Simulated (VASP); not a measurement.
Set up this calculation in VASP 6.6.1, as the native input.

| Property | Result |
| --- | --- |
| Task | single point |
| Functional | r2SCAN |
| Potentials or basis | VASP PAW PBE potentials, release 64 (H, Cl) |
| Cutoff | 520 eV |
| k mesh | 16 × 16 × 16 |
| Occupations | gaussian, width 0.15 eV |
| Spin | no spin polarisation |
| Dipole correction | no |
| Further INCAR settings | ALGO = Normal; EDIFF = 1e-06; NBANDS = 11 |

HCl:

```xyz
2
Lattice="0.0000 2.7375 2.8196 2.7375 0.0000 2.8196 2.7375 2.7375 0.0000" Properties=species:S:1:pos:R:3 pbc="T T T"
H     0.0000    0.0000    0.0000
Cl    2.7375    2.7375    2.8196
```

This cell differs from its parent crystal: strain +0.000 along x and y, +0.030 along z.

These files were run (other wordings do the same):

POSCAR

```
HCl
1.0
    0.0000000000      2.7375000000      2.8196250000
    2.7375000000      0.0000000000      2.8196250000
    2.7375000000      2.7375000000      0.0000000000
H Cl
1 1
Direct
    0.0000000000      0.0000000000      0.0000000000
    0.5000000000      0.5000000000      0.5000000000
```

INCAR.step1

```
PREC     = Accurate       # precision mode
ENCUT    = 520            # plane-wave cutoff, eV
ISMEAR   = 0              # smearing method
SIGMA    = 0.15           # smearing width, eV
LREAL    = F              # projectors in reciprocal space
LASPH    = T              # aspherical terms in the spheres
NELM     = 80             # most SCF steps
NBANDS   = 11             # bands
GGA      = PE             # functional
ALGO     = Normal         # electronic algorithm
EDIFF    = 1E-4           # SCF threshold, eV
LWAVE    = T              # write WAVECAR
LCHARG   = F              # write CHGCAR
```

INCAR.step2

```
PREC     = Accurate       # precision mode
ENCUT    = 520            # plane-wave cutoff, eV
EDIFF    = 1E-6           # SCF threshold, eV
ISMEAR   = 0              # smearing method
SIGMA    = 0.15           # smearing width, eV
LREAL    = F              # projectors in reciprocal space
LASPH    = T              # aspherical terms in the spheres
NELM     = 80             # most SCF steps
ALGO     = Normal         # electronic algorithm
ISIF     = 2              # what is computed and relaxed
LWAVE    = F              # write WAVECAR
LCHARG   = F              # write CHGCAR
METAGGA  = R2SCAN         # meta-GGA
LMIXTAU  = T            
NBANDS   = 11             # bands
ISTART   = 1
```

KPOINTS

```
Automatic mesh
0
Gamma
  16 16 16
```

Potentials or basis: VASP PAW PBE potentials, release 64 (H, Cl).

Run with:

```console
$ cat potpaw_PBE.64/H/POTCAR potpaw_PBE.64/Cl/POTCAR > POTCAR
$ cp INCAR.step1 INCAR
$ mpirun -np 1 vasp_std > vasp.out
$ cp INCAR.step2 INCAR
$ mpirun -np 1 vasp_std > vasp.out
```

Results of the run:

```json
{
  "Pressure": "-9.9 GPa"
}
```

Caveat: the cell differs from its parent crystal (strain +0.000 along x and y, +0.030 along z); the cell stands under tension; the PAW data sets were made with another functional, which shifts forces and pressure a little.

Wall time 16 min on 1 thread of Intel Xeon 8259CL, on a shared host, peak memory 0.28 GiB.
